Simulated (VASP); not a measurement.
CdSeS4:

```
Cd Se S
1.0
     0.00000    4.18330    4.18330
     4.18330    0.00000    4.18330
     4.18330    4.18330    0.00000
Cd Se S
1 1 4
Direct
  0.75000 0.75000 0.75000
  0.00000 0.00000 0.00000
  0.87506 0.37498 0.37498
  0.37498 0.37498 0.37498
  0.37498 0.87506 0.37498
  0.37498 0.37498 0.87506
```

```yaml
Program: VASP 6.6.1
Task: relaxation of cell and atoms
Functional: PBE
Potentials_or_basis: VASP PAW PBE potentials, release 64 (Cd, Se, S)
Cutoff: 600 eV
k_mesh: 4 × 4 × 4
Occupations: gaussian, width 0.1 eV
Spin: no spin polarisation
```

At the start: pressure -8.8 GPa; volume 24.40 Å³/atom.

Question: How do energy, volume and symmetry change on relaxing?

Answer: Over 26 steps the energy falls by 235.2 meV/atom and the volume is 20.34 Å³/atom (-16.6 %); space group F-43m (No. 216, to 0.05 Å).

Step by step:
| step | energy change (eV) | largest force (eV/Å) | pressure (GPa) | volume (Å³) |
| --- | --- | --- | --- | --- |
| 1 | 0.0000 | 0.0671 | -8.81 | 146.42 |
| 2 | -1.0736 | 0.0920 | -2.76 | 119.79 |
| 3 | -1.1264 | 0.0819 | -0.26 | 114.41 |
| 4 | -1.1268 | 0.0800 | 0.05 | 113.82 |
| 5 | -1.1282 | 0.0926 | 0.06 | 113.81 |
| 6 | -1.1336 | 0.1304 | 0.11 | 113.80 |
| 7 | -1.1495 | 0.1926 | 0.27 | 113.78 |
| 8 | -1.1940 | 0.2550 | 0.78 | 113.74 |
| 9 | -1.3195 | 0.2195 | 2.66 | 113.66 |
| 10 | 0.0983 | 5.2198 | 14.92 | 113.50 |
| 11 | -1.3252 | 0.1562 | 2.88 | 113.66 |
| 12 | -1.3293 | 0.0479 | 3.45 | 113.64 |
| 13 | -1.3297 | 0.0125 | 3.29 | 113.64 |
| 14 | -1.3298 | 0.0071 | 3.31 | 113.65 |
| 15 | -1.3302 | 0.0082 | 3.33 | 113.67 |
| 16 | -1.3308 | 0.0404 | 3.39 | 113.71 |
| 17 | -1.3310 | 0.1073 | 3.53 | 113.79 |
| 18 | -1.3311 | 0.0830 | 3.48 | 113.76 |
| 19 | -1.3318 | 0.0823 | 3.47 | 113.80 |
| 20 | -1.3339 | 0.0820 | 3.41 | 113.90 |
| 21 | -1.3381 | 0.0806 | 3.31 | 114.11 |
| 22 | -1.3460 | 0.0777 | 3.11 | 114.53 |
| 23 | -1.3603 | 0.0724 | 2.72 | 115.37 |
| 24 | -1.3833 | 0.0612 | 1.95 | 117.06 |
| 25 | -1.4082 | 0.0374 | 0.63 | 120.49 |
| 26 | -1.4110 | 0.0250 | 0.09 | 122.04 |

Final structure:
```cif
data_structure
_symmetry_space_group_name_H-M 'P 1'
_symmetry_Int_Tables_number 1
_cell_length_a 5.5677
_cell_length_b 5.5677
_cell_length_c 5.5677
_cell_angle_alpha 60.000
_cell_angle_beta 60.000
_cell_angle_gamma 60.000
_cell_volume 122.04
loop_
_atom_site_label
_atom_site_type_symbol
_atom_site_fract_x
_atom_site_fract_y
_atom_site_fract_z
_atom_site_occupancy
Cd1 Cd 0.75000 0.75000 0.75000 1
Se1 Se 0.00000 0.00000 0.00000 1
S1 S 0.93081 0.35640 0.35640 1
S2 S 0.35640 0.35640 0.35640 1
S3 S 0.35640 0.93081 0.35640 1
S4 S 0.35640 0.35640 0.93081 1
```

Caveat: the volume moved by over 15 % at a fixed basis, so the end points are rough.
